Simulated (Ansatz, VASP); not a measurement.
One calculation of ZnS, two programs

```
Zn S
1.0
     3.80622    0.00000    0.00000
    -1.90311    3.29628    0.00000
     0.00000    0.00000    6.24656
Zn S
2 2
Direct
  0.33333 0.66667 0.00540
  0.66667 0.33333 0.50540
  0.33333 0.66667 0.37960
  0.66667 0.33333 0.87960
```

Change from the starting cell: unstrained.

Alike in both runs: task single point; functional r2SCAN; k mesh 6 × 6 × 4; no spin polarisation.

|  | VASP | Ansatz |
| --- | --- | --- |
| version | VASP 6.6.1 | Ansatz 0.2.0 |
| potentials or method | VASP PAW PBE potentials, release 64 (Zn, S) | PAW with Ansatz's default frozen-core files, scalar-relativistic |
| plane-wave cutoff (eV) | 520 | 500 |
| occupations | gaussian, width 0.01 eV | fixed |
| valence electrons in the cell | 36 | 36 |

|  | VASP | Ansatz | Ansatz less VASP |
| --- | --- | --- | --- |
| gap on the k mesh at the Fermi level (eV) | 2.79 | 2.78 | -0.010 |
| pressure (GPa) | 0.1 | 0.0 | -0.07 |

VASP's potentials were made for PBE, not for r2SCAN.
